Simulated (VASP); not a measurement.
Si: single point with PBE

Crystal: Si.

```
Si
1.0
     0.00000    2.64106    2.64106
     2.64106    0.00000    2.64106
     2.64106    2.64106    0.00000
Si
2
Cartesian
  0.0000 0.0000 0.0000
  1.3205 1.3205 1.3205
```

* Program: VASP 6.6.1
* Task: single point
* Functional: PBE
* Potentials or basis: VASP PAW PBE potentials, release 64 (Si)
* Cutoff: 500 eV
* k mesh: 4 × 4 × 4
* Occupations: gaussian, width 0.01 eV
* Spin: no spin polarisation
* Dipole correction: no
* Further INCAR settings: ALGO = Normal; EDIFF = 1e-06; NBANDS = 11

```yaml
Pressure: 12.5 GPa
Band_gap_on_the_k_mesh: 0.51 eV, indirect (least direct gap 2.57 eV)
```

Levels at points of the mesh, in eV from the valence-band top:
| k point | band 1 | band 2 | band 3 | band 4 | band 5 | band 6 | band 7 | band 8 | band 9 |
| --- | --- | --- | --- | --- | --- | --- | --- | --- | --- |
| (0.00, 0.00, 0.00) | -12.56 | 0.00 | 0.00 | 0.00 | 2.57 | 2.57 | 2.57 | 4.36 | 7.73 |
| (0.50, 0.00, 0.00) | -10.01 | -7.39 | -1.27 | -1.27 | 1.83 | 3.27 | 3.27 | 7.81 | 10.75 |
| (0.50, 0.50, 0.00) | -8.10 | -8.10 | -3.09 | -3.09 | 0.51 | 0.51 | 10.84 | 10.84 | 11.23 |

Run time: 5.9 s on 1 thread of AMD EPYC 7R13 (shared host), peak memory 0.11 GiB.

Caveat: the k points lie up to 0.52 Å⁻¹ apart. As with any semilocal functional, this PBE gap is likely too small.
